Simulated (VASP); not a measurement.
# CoO (Fm-3m) in VASP: notebook

The runs below take CoO through single point, with BLYP+U, LDA+U, PBE+U.

Program: VASP 6.6.1. These are calculated values, not measurements. Logs are shortened: lines on timing, memory, paths and dates and some standing lists are left out, and cuts for length are marked.

### Step 1. The cell of the first run

Symmetry: Fm-3m, No. 225, cubic system. The conventional cell has a = 4.263 Å, b = 4.263 Å, c = 4.263 Å, α = 90.00°, β = 90.00°, γ = 90.00°. Within 2.8 Å of Co (site symmetry m-3m) lie 6 O at 2.13 Å. Within 2.8 Å of O (site symmetry m-3m) lie 6 Co at 2.13 Å.

### Step 2. Single point, BLYP+U, collinear spin, ferromagnetic start

Contents of INCAR:

```
PREC = Accurate
ENCUT = 600
EDIFF = 1E-6
ISMEAR = 0
SIGMA = 0.05
LREAL = F
LASPH = T
NELM = 200
ALGO = Normal
ISIF = 2
LWAVE = F
LCHARG = F
ISPIN = 2
MAGMOM = 2.86 0
LORBIT = 11
LMAXMIX = 4
LDAU = T
LDAUTYPE = 2
LDAUL = 2 -1
LDAUU = 3.3 0
LDAUJ = 0 0
LDAUPRINT = 1
GGA = B5
ALDAX = 1.0
AGGAX = 1.0
AGGAC = 1.0
ALDAC = 0.0
NBANDS = 22
GGA_COMPAT = F
```

Contents of KPOINTS:

```
regular mesh
0
Gamma
  10 10 10
```

Contents of POSCAR:

```
CoO
1.0
    0.0000000000      2.1315016559      2.1315016559
    2.1315016559      0.0000000000      2.1315016559
    2.1315016559      2.1315016559      0.0000000000
Co O
1 1
Direct
    0.0000000000      0.0000000000      0.0000000000
    0.5000000000      0.5000000000      0.5000000000
```

Potentials or basis: VASP PAW PBE potentials, release 64 (Co_sv, O).

On the command line:

```bash
cat potpaw_PBE.64/Co_sv/POTCAR potpaw_PBE.64/O/POTCAR > POTCAR
mpirun -np 1 vasp_std > vasp.out
```

OUTCAR:

```text
PREC = Accurate
   ENCUT = 600
   EDIFF = 1E-6
   ISMEAR = 0
   LREAL = F
   LASPH = T
   NELM = 200
   ISIF = 2
   ISPIN = 2
   LORBIT = 11
   GGA = B5

 ion  position               nearest neighbor table
   1  0.000  0.000  0.000-   2 2.13   2 2.13   2 2.13   2 2.13   2 2.13   2 2.13
   2  0.500  0.500  0.500-   1 2.13   1 2.13   1 2.13   1 2.13   1 2.13   1 2.13

  LATTYP: Found a face centered cubic cell.
 ALAT       =     4.2630033118

  Lattice vectors:

 A1 = (   0.0000000000,   2.1315016559,   2.1315016559)
 A2 = (   2.1315016559,   0.0000000000,   2.1315016559)
 A3 = (   2.1315016559,   2.1315016559,   0.0000000000)

Analysis of symmetry for initial positions (statically):
=====================================================================
 Subroutine PRICEL returns:
 Original cell was already a primitive cell.

 Routine SETGRP: Setting up the symmetry group for a
 face centered cubic supercell.

 Subroutine GETGRP returns: Found 48 space group operations
 (whereof 48 operations were pure point group operations)
 out of a pool of 48 trial point group operations.

The static configuration has the point symmetry O_h .

Analysis of symmetry for dynamics (positions and initial velocities):
=====================================================================
 Subroutine PRICEL returns:
 Original cell was already a primitive cell.

 Routine SETGRP: Setting up the symmetry group for a
 face centered cubic supercell.

 Subroutine GETGRP returns: Found 48 space group operations
 (whereof 48 operations were pure point group operations)
 out of a pool of 48 trial point group operations.

The dynamic configuration has the point symmetry O_h .

Analysis of structural, dynamic, and magnetic symmetry:
=====================================================================
 Subroutine PRICEL returns:
 Original cell was already a primitive cell.

 Routine SETGRP: Setting up the symmetry group for a
 face centered cubic supercell.

 Subroutine GETGRP returns: Found 48 space group operations
 (whereof 48 operations were pure point group operations)
 out of a pool of 48 trial point group operations.

The overall configuration has the point symmetry O_h .

 Subroutine INISYM returns: Found 48 space group operations
 (whereof 48 operations are pure point group operations),
 and found     1 'primitive' translations

----------------------------------------------------------------------------------------

                                     Primitive cell

  volume of cell :      19.3681

  direct lattice vectors                    reciprocal lattice vectors
     0.000000000  2.131501656  2.131501656    -0.234576407  0.234576407  0.234576407
     2.131501656  0.000000000  2.131501656     0.234576407 -0.234576407  0.234576407
     2.131501656  2.131501656  0.000000000     0.234576407  0.234576407 -0.234576407

  length of vectors
     3.014398550  3.014398550  3.014398550     0.406298255  0.406298255  0.406298255

  position of ions in fractional coordinates (direct lattice)
     0.000000000  0.000000000  0.000000000
     0.500000000  0.500000000  0.500000000

  ion indices of the primitive-cell ions
   primitive index   ion index
                 1           1
                 2           2

----------------------------------------------------------------------------------------

 KPOINTS: regular mesh

Automatic generation of k-mesh.
 Grid dimensions read from file:
 generate k-points for:   10   10   10

 Generating k-lattice:

  Cartesian coordinates                     Fractional coordinates (reciprocal lattice)
    -0.023457641  0.023457641  0.023457641     0.100000000  0.000000000  0.000000000
     0.023457641 -0.023457641  0.023457641     0.000000000  0.100000000  0.000000000
     0.023457641  0.023457641 -0.023457641     0.000000000  0.000000000  0.100000000

  Length of vectors
     0.040629826  0.040629826  0.040629826

  Shift w.r.t. Gamma in fractional coordinates (k-lattice)
     0.000000000  0.000000000  0.000000000

 Subroutine IBZKPT returns following result:
 ===========================================

 Found     47 irreducible k-points:

 Following reciprocal coordinates:
            Coordinates               Weight
  0.000000  0.000000  0.000000      1.000000
  0.100000  0.000000  0.000000      8.000000
  0.200000  0.000000  0.000000      8.000000
  0.300000  0.000000  0.000000      8.000000
  0.400000  0.000000  0.000000      8.000000
  0.500000  0.000000  0.000000      4.000000
[... 16 lines left out ...]
  0.300000  0.300000  0.000000      6.000000
  0.400000  0.300000  0.000000     24.000000
 [... further k-points ...]
   k-points           NKPTS =     47   k-points in BZ     NKDIM =     47   number of bands    NBANDS=     22
   number of dos      NEDOS =    301   number of ions     NIONS =      2
   total plane-waves  NPLWV =  13824
   dimension x,y,z NGX =    24 NGY =   24 NGZ =   24
   dimension x,y,z NGXF=    48 NGYF=   48 NGZF=   48
   ions per type =               1   1
   NGX,Y,Z   is equivalent  to a cutoff of  13.24, 13.24, 13.24 a.u.
   NGXF,Y,Z  is equivalent  to a cutoff of  26.47, 26.47, 26.47 a.u.
 SYSTEM =  unknown system
   PREC   = accura    normal or accurate (medium, high low for compatibility)
   ISTART =      0    job   : 0-new  1-cont  2-samecut
   ICHARG =      2    charge: 1-file 2-atom 10-const
   ISPIN  =      2    spin polarized calculation?
   LNONCOLLINEAR =      F non collinear calculations
   LSORBIT =      F    spin-orbit coupling
   LASPH  =      T    aspherical Exc in radial PAW
   ENCUT  =  600.0 eV  44.10 Ry    6.64 a.u.   6.02  6.02  6.02*2*pi/ulx,y,z
   NELM   =    200;   NELMIN=  2; NELMDL= -5     # of ELM steps
   EDIFF  = 0.1E-05   stopping-criterion for ELM
   LREAL  =      F    real-space projection
   EDIFFG = 0.1E-04   stopping-criterion for IOM
   NSW    =      0    number of steps for IOM
   IBRION =     -1    ionic relax: 0-MD 1-quasi-New 2-CG
   NFREE  =      0    steps in history (QN), initial steepest desc. (CG)
   ISIF   =      2    stress and relaxation
   ISYM   =      2    0-nonsym 1-usesym 2-fastsym
   POTIM  = 0.5000    time-step for ionic-motion
   TEBEG  =    0.0;   TEEND  =   0.0 temperature during run
   PSTRESS=    0.0 pullay stress
   NELECT =      23.0000    total number of electrons
   NUPDOWN=      -1.0000    fix difference up-down
   EMIN   =  10.00;   EMAX   =-10.00  energy-range for DOS
   EFERMI =   0.00;   METHOD = LEGACY
   ISMEAR =     0;   SIGMA  =   0.05  broadening in eV -4-tet -1-fermi 0-gaus
   EFERMI_NEDOS =   21; number of points for ismear=-14 and -15
   IALGO  =     38    algorithm
   IMIX   =      4    mixing-type and parameters
     AMIX     =   0.40;   BMIX     =  1.00
     AMIX_MAG =   1.60;   BMIX_MAG =  1.00
  volume/ion in A,a.u.               =       9.68        65.35
  Fermi-wavevector in a.u.,A,eV,Ry     =   1.733625  3.276076 40.891696  3.005455
  Thomas-Fermi vector in A             =   2.807576
   LORBIT       =     11    0 simple, 1 ext, 2 COOP (PROOUT), +10 PAW based schemes
 LDA+U is selected, type is set to LDAUTYPE =  2
   angular momentum for each species LDAUL =     2   -1
   U (eV)           for each species LDAUU =   3.3  0.0
   J (eV)           for each species LDAUJ =   0.0  0.0
   GGA     = B5    functional components
   LHFCALC =     F    Hartree Fock is set to
   AEXX    =    0.0000 exact exchange contribution
   IVDW    =     0    specifies the selected vdW correction
   LEPSILON=     F    determine dielectric tensor
   LRPA    =     F    only Hartree local field effects (RPA)
 spin polarized calculation
 Gauss-broadening in eV      SIGMA  =   0.05
  energy-cutoff  :      600.00
  volume of cell :       19.37
 maximum number of plane-waves:       659
   NGX = 13   NGY = 13   NGZ = 13

atom =   1  type =  1  l = 2

 onsite density matrix

spin component  1

  0.9257 -0.0000  0.0000 -0.0000  0.0000
 -0.0000  0.9257 -0.0000 -0.0000 -0.0000
  0.0000 -0.0000  0.9558  0.0000  0.0000
 -0.0000 -0.0000  0.0000  0.9257  0.0000
  0.0000 -0.0000  0.0000  0.0000  0.9558

spin component  2

  0.6106 -0.0000  0.0000 -0.0000 -0.0000
 -0.0000  0.6106 -0.0000  0.0000 -0.0000
  0.0000 -0.0000  0.1033 -0.0000  0.0000
 -0.0000  0.0000 -0.0000  0.6106 -0.0000
 -0.0000 -0.0000  0.0000 -0.0000  0.1033

 occupancies and eigenvectors

  o =  0.1033  v =  0.0000  0.0000  0.0000  0.0000  0.0000  0.0000 -0.0000  0.9960 -0.0000 -0.0892      0.0000  0.0000  0.0000  0.0000  0.0000  0.0000  0.0000  0.0000  0.0000  0.0000
  o =  0.1033  v =  0.0000  0.0000  0.0000  0.0000  0.0000  0.0000  0.0000  0.0892  0.0000  0.9960      0.0000  0.0000  0.0000  0.0000  0.0000  0.0000  0.0000  0.0000  0.0000  0.0000
  o =  0.6106  v =  0.0000  0.0000  0.0000  0.0000  0.0000  0.0000 -0.9686 -0.0000 -0.2485  0.0000      0.0000  0.0000  0.0000  0.0000  0.0000  0.0000  0.0000  0.0000  0.0000  0.0000
  o =  0.6106  v =  0.0000  0.0000  0.0000  0.0000  0.0000  1.0000  0.0000  0.0000  0.0000  0.0000      0.0000  0.0000  0.0000  0.0000  0.0000  0.0000  0.0000  0.0000  0.0000  0.0000
  o =  0.6106  v =  0.0000  0.0000  0.0000  0.0000  0.0000  0.0000 -0.2485  0.0000  0.9686 -0.0000      0.0000  0.0000  0.0000  0.0000  0.0000  0.0000  0.0000  0.0000  0.0000  0.0000
  o =  0.9257  v =  1.0000  0.0000  0.0000  0.0000  0.0000  0.0000  0.0000  0.0000  0.0000  0.0000      0.0000  0.0000  0.0000  0.0000  0.0000  0.0000  0.0000  0.0000  0.0000  0.0000
  o =  0.9257  v =  0.0000  0.1743  0.0000  0.9847 -0.0000  0.0000  0.0000  0.0000  0.0000  0.0000      0.0000  0.0000  0.0000  0.0000  0.0000  0.0000  0.0000  0.0000  0.0000  0.0000
  o =  0.9257  v =  0.0000  0.9847  0.0000 -0.1743  0.0000  0.0000  0.0000  0.0000  0.0000  0.0000      0.0000  0.0000  0.0000  0.0000  0.0000  0.0000  0.0000  0.0000  0.0000  0.0000
  o =  0.9558  v =  0.0000 -0.0000 -0.0089  0.0000  1.0000  0.0000  0.0000  0.0000  0.0000  0.0000      0.0000  0.0000  0.0000  0.0000  0.0000  0.0000  0.0000  0.0000  0.0000  0.0000
  o =  0.9558  v =  0.0000  0.0000 -1.0000  0.0000 -0.0089  0.0000  0.0000  0.0000  0.0000  0.0000      0.0000  0.0000  0.0000  0.0000  0.0000  0.0000  0.0000  0.0000  0.0000  0.0000

 number of electron      22.9999975 magnetization       2.9998020

 Free energy of the ion-electron system (eV)
  ---------------------------------------------------
  ext. energy  EPLUGINS =         0.00000000
  ---------------------------------------------------
  free energy    TOTEN  =       -10.08785096 eV

  energy without entropy =      -10.08196236  energy(sigma->0) =      -10.08490666

 E-fermi :   8.8096     XC(G=0): -12.0941

 val. band max:        8.7998394389   @ k =   0.4000   0.2000   0.1000
 cond. band min:       8.8169912052   @ k =  -0.2000   0.3000   0.1000
 fundamental gap:      0.0171517662
 Fermi energy:         8.8096499379

 spin component 1

 k-point     1 :       0.0000    0.0000    0.0000
  band No.  band energies     occupation
      1     -87.4131      1.00000
      2     -50.8916      1.00000
      3     -50.8916      1.00000
      4     -50.8916      1.00000
      5     -10.6854      1.00000
      6       4.4369      1.00000
[... 14 lines left out ...]
     21      30.5210      0.00000
     22      33.6544      0.00000
[... 552 lines left out ...]
  band No.  band energies     occupation
      1     -87.4094      1.00000
      2     -50.9192      1.00000
      3     -50.9036      1.00000
      4     -50.9017      1.00000
      5      -9.6564      1.00000
      6       2.1166      1.00000
[... 14 lines left out ...]
     21      38.8494      0.00000
     22      39.9592      0.00000

 [... further k-points ...]

 spin component 2

 k-point     1 :       0.0000    0.0000    0.0000
  band No.  band energies     occupation
      1     -84.2131      1.00000
      2     -47.7874      1.00000
      3     -47.7873      1.00000
      4     -47.7872      1.00000
      5     -10.2425      1.00000
      6       6.7772      1.00000
[... 14 lines left out ...]
     21      31.4104      0.00000
     22      35.5147      0.00000
[... 552 lines left out ...]
  band No.  band energies     occupation
      1     -84.2088      1.00000
      2     -47.8201      1.00000
      3     -47.8014      1.00000
      4     -47.7995      1.00000
      5      -9.1125      1.00000
      6       3.1099      1.00000
[... 14 lines left out ...]
     21      39.4209      0.00000
     22      40.4235      0.00000

 [... further k-points ...]
[... 5 lines left out ...]
  --------------------------------------------------------------------------------------
  -------------------------------------------------------------------------------------
  Total        0.6168855      0.6168855      0.6168855     -0.0000000      0.0000000      0.0000000
  in kB       51.0303025     51.0303025     51.0303025     -0.0000000      0.0000000      0.0000000
  external PRESSURE =      51.0303025 kB  Pullay stress =       0.0000000 kB

 VOLUME and BASIS-vectors are now :
 -----------------------------------------------------------------------------
  energy-cutoff  :      600.00
  volume of cell :       19.37
      direct lattice vectors                 reciprocal lattice vectors
     0.000000000  2.131501656  2.131501656    -0.234576407  0.234576407  0.234576407
     2.131501656  0.000000000  2.131501656     0.234576407 -0.234576407  0.234576407
     2.131501656  2.131501656  0.000000000     0.234576407  0.234576407 -0.234576407

 POSITION                                       TOTAL-FORCE (eV/Angst)
 -----------------------------------------------------------------------------------
      0.00000      0.00000      0.00000        -0.000000     -0.000000      0.000000
      2.13150      2.13150      2.13150         0.000000      0.000000      0.000000
 -----------------------------------------------------------------------------------
    total drift:                                0.000000     -0.000000     -0.000000

  FREE ENERGIE OF THE ION-ELECTRON SYSTEM (eV)
  ---------------------------------------------------
  free  energy   TOTEN  =       -10.0878509587 eV

  energy  without entropy=      -10.0819623568  energy(sigma->0) =      -10.08490666

 total charge

# of ion       s       p       d       tot
------------------------------------------
    1        2.144   6.061   6.701  14.905
    2        1.541   3.477   0.000   5.019
--------------------------------------------------
tot          3.685   9.538   6.701  19.924

 magnetization (x)

# of ion       s       p       d       tot
------------------------------------------
    1        0.012   0.010   2.646   2.668
    2        0.026   0.244   0.000   0.270
--------------------------------------------------
tot          0.038   0.253   2.646   2.938
```

Run time: 44 s. Hardware: 1 thread of Intel Xeon Platinum 8488C (Sapphire Rapids), shared host; peak memory 0.17 GiB.

What came out:

```
Free energy                                           : -10.0879 eV
Pressure                                              : 5.1 GPa
Band gap on the k mesh                                : zero (filled and empty bands overlap)
Net moment                                            : 3.00 μB per cell
Site moments                                          : Co +2.67; O +0.27 μB
Valence electrons inside the program's atomic spheres : Co 14.90; O 5.02
```

Eigenvalues of the final occupation matrices:
| site | spin | trace | eigenvalues |
| --- | --- | --- | --- |
| site 1 d | 1 | 4.69 | 0.93 0.93 0.93 0.96 0.96 |
| site 1 d | 2 | 2.04 | 0.10 0.10 0.61 0.61 0.61 |

Caveat: the PAW data sets were made with another functional, which shifts forces and pressure a little; a cell with one magnetic atom can't hold antiferromagnetic order, which such compounds often take. The state reached can hang on the start; a lower one may exist.

### Step 3. Single point, LDA+U, collinear spin, ferromagnetic start (volume scaled by 1.02)

Contents of INCAR:

```
ALGO = Normal
EDIFF = 1E-6
ENCUT = 600
GGA = CA
GGA_COMPAT = False
ISIF = 2
ISMEAR = 0
ISPIN = 2
LASPH = True
LCHARG = True
LDAU = True
LDAUJ = 0 0
LDAUL = 2 -1
LDAUPRINT = 1
LDAUTYPE = 2
LDAUU = 3.3 0
LELF = True
LMAXMIX = 4
LORBIT = 11
LREAL = False
LVHAR = True
LWAVE = False
MAGMOM = 2.82 0.3
NBANDS = 22
NELM = 200
PREC = Accurate
SIGMA = 0.05
```

Contents of KPOINTS:

```
k-points
0
Gamma
  10 10 10
```

Contents of POSCAR:

```
CoO
1.0
    0.0000000000      2.1123212002      2.1123212002
    2.1123212002      0.0000000000      2.1123212002
    2.1123212002      2.1123212002      0.0000000000
Co O
1 1
Direct
    0.0000000000      0.0000000000      0.0000000000
    0.5000000000      0.5000000000      0.5000000000
```

Potentials or basis: VASP PAW LDA potentials, release 64 (Co_sv, O).

On the command line:

```bash
cat potpaw_LDA.64/Co_sv/POTCAR potpaw_LDA.64/O/POTCAR > POTCAR
mpirun -np 1 vasp_std > vasp.out
```

It took 35 s on 1 thread of AMD EPYC 9R45 (Zen 5), shared host; peak memory 0.13 GiB.

Results (log left out):

```yaml
Free_energy: -12.5581 eV
Pressure: -14.8 GPa
Band_gap_on_the_k_mesh: zero (filled and empty bands overlap)
Net_moment: 3.00 μB per cell
Site_moments: Co +2.65; O +0.28 μB
Valence_electrons_inside_the_program's_atomic_spheres: Co 14.90; O 4.97
```

Levels at points of the mesh, in eV from the Fermi level:
Spin up:
```csv
k point,band 11,band 12,band 13,band 14,band 15,band 16
"(0.00, 0.00, 0.00)",-2.85,-2.85,-2.85,1.40,16.93,17.92
"(0.50, 0.00, 0.00)",-2.67,-0.18,-0.18,5.24,9.72,13.58
"(0.50, 0.50, 0.00)",-3.43,-3.21,-3.21,6.07,10.14,11.43
```
Spin down:
```tsv
k point	band 8	band 9	band 10	band 11	band 12	band 13
(0.00, 0.00, 0.00)	-2.33	-1.20	-1.20	-1.20	1.00	1.00
(0.50, 0.00, 0.00)	-4.35	-0.12	-0.12	0.20	3.66	3.66
(0.50, 0.50, 0.00)	-3.65	-2.37	0.10	0.10	1.53	2.05
```

Eigenvalues of the final occupation matrices:
| site | spin | trace | eigenvalues |
| --- | --- | --- | --- |
| site 1 d | 1 | 4.67 | 0.92 0.92 0.92 0.95 0.95 |
| site 1 d | 2 | 2.04 | 0.12 0.12 0.60 0.60 0.60 |

Caveat: a cell with one magnetic atom can't hold antiferromagnetic order, which such compounds often take. The state reached can hang on the start; a lower one may exist.

(Continued in part 2 of 2.)
